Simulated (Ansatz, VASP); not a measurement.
One calculation of AlN, two programs

File POSCAR:

```
AlN
1.0
    3.2360458119     -0.0975659424     -0.0221381428
   -1.7025174906      2.8428551716      0.0699330608
   -0.0354238504      0.1087611125      4.8652965235
Al N
2 2
Direct
    0.3206374753      0.6744783112     -0.0095557548
    0.8109536230      0.4502035771      0.5516643616
    0.2859371289      0.5748537327      0.3652261432
    0.5824717728      0.3004643790      0.8626652500
```

Contents of INCAR.step1:

```
SYSTEM = AlN
ALGO = Normal
EDIFF = 1E-4
ENCUT = 520
GGA = PE
ISMEAR = 0
LASPH = .TRUE.
LCHARG = .FALSE.
LREAL = .FALSE.
LWAVE = .TRUE.
NBANDS = 16
NELM = 60
PREC = Accurate
SIGMA = 0.05
```

The input INCAR.step2:

```
SYSTEM = AlN
ALGO = Normal
EDIFF = 1E-6
ENCUT = 520
ISIF = 2
ISMEAR = 0
ISTART = 1
LASPH = .TRUE.
LCHARG = .FALSE.
LMIXTAU = .TRUE.
LREAL = .FALSE.
LWAVE = .FALSE.
METAGGA = R2SCAN
NBANDS = 16
NELM = 60
PREC = Accurate
SIGMA = 0.05
```

KPOINTS

```
k-points
0
G
  12 12 6
  0 0 0
```

Input for Ansatz:

```yaml
crystal:
  lattice:
    - [3.2360458119, -0.0975659424, -0.0221381428]
    - [-1.7025174906, 2.8428551716, 0.0699330608]
    - [-0.0354238504, 0.1087611125, 4.8652965235]
  atoms:
    - { symbol: Al, position: [0.3206374753, 0.6744783112, -0.0095557548] }
    - { symbol: Al, position: [0.810953623, 0.4502035771, 0.5516643616] }
    - { symbol: "N", position: [0.2859371289, 0.5748537327, 0.3652261432] }
    - { symbol: "N", position: [0.5824717728, 0.300464379, 0.86266525] }
basis:
  ecutwfc: 500
kpoints:
  mp_grid: { grid: [12, 12, 6] }
hamiltonian:
  xc: r2scan
scf:
  occupations: { method: gaussian, width: 0.05 }
output:
  forces: true
  stress: true
  eigenvalues: true
```

Change from the starting cell: all atoms moved at random (sigma 0.22 Å a component), cell strained at random (sigma 0.03).

Alike in both runs: task single point; functional r2SCAN; k mesh 12 × 12 × 6; occupations gaussian, width 0.05 eV; no spin polarisation.

|  | VASP | Ansatz |
| --- | --- | --- |
| version | VASP 6.6.1 | Ansatz 0.2.0 |
| potentials or method | VASP PAW PBE potentials, release 64 (Al, N), cutoff 520 eV | scalar-relativistic, plane waves, PAW |
| valence electrons in the cell | 16 | 16 |

```csv
,VASP,Ansatz,Ansatz less VASP
gap on the k mesh at the Fermi level (eV),1.84,1.82,-0.020
least direct gap on the mesh (eV),1.85,1.83,-0.021
pressure (GPa),14.1,14.0,-0.09
"traceless stress, the component that is largest in VASP (GPa)",29.73,29.15,-0.581
rms of the force components (eV/Å),3.436,3.386,-0.0509
```

VASP's potentials were made for PBE, not for r2SCAN. Atom by atom the forces differ by 0.060 eV/Å (rms over components). With one functional, cell and mesh, what is left measures potentials, basis and numerics.
